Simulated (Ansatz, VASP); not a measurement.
HfC in VASP and in Ansatz

INCAR

```
SYSTEM = HfC
  PREC = Accurate
  ENCUT = 520
  EDIFF = 1E-6
  ISMEAR = -1
  SIGMA = 0.05
  LREAL = .FALSE.
  LASPH = .TRUE.
  NELM = 100
  ALGO = Normal
  ISIF = 2
  LWAVE = .FALSE.
  LCHARG = .TRUE.
  GGA = PS
  LELF = .TRUE.
  LVHAR = .TRUE.
  NBANDS = 14
```

File KPOINTS:

```
regular mesh
0
G
  8 8 8
  0 0 0
```

Contents of POSCAR:

```
HfC
1.0
    0.0000000000      2.3250000000      2.3250000000
    2.3250000000      0.0000000000      2.3250000000
    2.3250000000      2.3250000000      0.0000000000
Hf C
1 1
Direct
    0.5000000000      0.5000000000      0.5000000000
    0.0000000000      0.0000000000      0.0000000000
```

input.yaml

```yaml
crystal:
  lattice:
    - [0.0, 2.325, 2.325]
    - [2.325, 0.0, 2.325]
    - [2.325, 2.325, 0.0]
  atoms:
    - { symbol: Hf, position: [0.5, 0.5, 0.5] }
    - { symbol: C, position: [0.0, 0.0, 0.0] }
kpoints:
  mp_grid: { grid: [8, 8, 8] }
  band_path:
    path:
      - [0.0, 0.0, 0.0]
      - [0.5, 0.0, 0.5]
      - [0.5, 0.25, 0.75]
      - [0.375, 0.375, 0.75]
      - [0.0, 0.0, 0.0]
      - [0.5, 0.5, 0.5]
      - [0.625, 0.25, 0.625]
      - [0.5, 0.25, 0.75]
    npoints: 12
scf:
  occupations: { method: fermi_dirac, width: 0.05 }
hamiltonian:
  xc: pbesol
  pseudopotentials: { kind: all_electron, lapw: { basis_error: 0.001 } }
output:
  forces: true
  stress: true
  eigenvalues: true
```

Alike in both runs: functional PBEsol; k mesh 8 × 8 × 8; occupations fermi-dirac, width 0.05 eV; no spin polarisation.

```csv
,VASP,Ansatz
version,VASP 6.6.1,Ansatz 0.2.0
potentials or method,"VASP PAW PBE potentials, release 64 (Hf_pv, C), cutoff 520 eV","all-electron LAPW, scalar-relativistic"
task,single point,band structure
```

```csv
,VASP,Ansatz,Ansatz less VASP
gap on the k mesh at the Fermi level (eV),none,none,-
pressure (GPa),-7.0,-6.5,+0.50
```

VASP's potentials were made for PBE, not for PBEsol. A gap of «none» marks a metal or a gap that the smearing closes. Ansatz ran all-electron here, and VASP with PAW potentials.

Neither program's run includes spin-orbit coupling. Noted on Ansatz's run: the k mesh is thin for a metal, which can move the energy by tens of meV per atom.
